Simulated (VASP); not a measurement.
Write the native input for VASP 6.6.1 that does the following.

* Task: single point
* Functional: PBEsol
* Potentials or basis: VASP PAW PBE potentials, release 64 (Ti_sv, Te)
* Cutoff: 520 eV
* k mesh: 13 × 13 × 7
* Occupations: fermi-dirac, width 0.03 eV
* Spin: no spin polarisation
* Dipole correction: no
* Further INCAR settings: ALGO = Normal; EDIFF = 1e-06; NBANDS = 19

The structure of TiTe2 lies in POSCAR:

```
TiTe2
1.0
    3.7014608698      0.0000000000      0.0000000000
   -1.8507304349      3.2055591444      0.0000000000
    0.0000000000      0.0000000000      6.4980000000
Ti Te
1 2
Direct
    0.0000000000      0.0000000000      0.0000000000
    0.6666666667      0.3333333333      0.2628000000
    0.3333333333      0.6666666667      0.7372000000
```

This cell differs from its parent crystal: equal xx and yy strain of -2 %.

These files were run (other wordings do the same):

INCAR

```
ALGO = Normal ; EDIFF = 1E-6
ENCUT = 520 ; GGA = PS
ISIF = 2 ; ISMEAR = -1
LASPH = T ; LCHARG = T
LELF = T ; LREAL = F
LVHAR = T ; LWAVE = F
NBANDS = 19 ; NELM = 100
PREC = Accurate ; SIGMA = 0.03
```

KPOINTS

```
k-points
0
Gamma
  13 13 7
```

Potentials or basis: VASP PAW PBE potentials, release 64 (Ti_sv, Te).

The run is started by

```sh
$ cat potpaw_PBE.64/Ti_sv/POTCAR potpaw_PBE.64/Te/POTCAR > POTCAR
$ mpirun -np 1 vasp_std > vasp.out
```

It gave:

```yaml
Pressure: 0.3 GPa
Largest_force: 0.178 eV/Å
Band_gap_on_the_k_mesh: zero (band 12 reaches 7.60 eV, above the bottom of band 13 at 6.80 eV)
```

Caveat: the cell differs from its parent crystal (equal xx and yy strain of -2 %); the PAW data sets were made with another functional, which shifts forces and pressure a little; spin-orbit coupling is left out, which moves the levels of the heavy elements; this functional lacks dispersion, which binds the layers, so the pressure and a relaxed spacing across them are unreliable.

It used 170 s of CPU time on 1 thread of Intel Xeon 6975P-C, on a shared host.
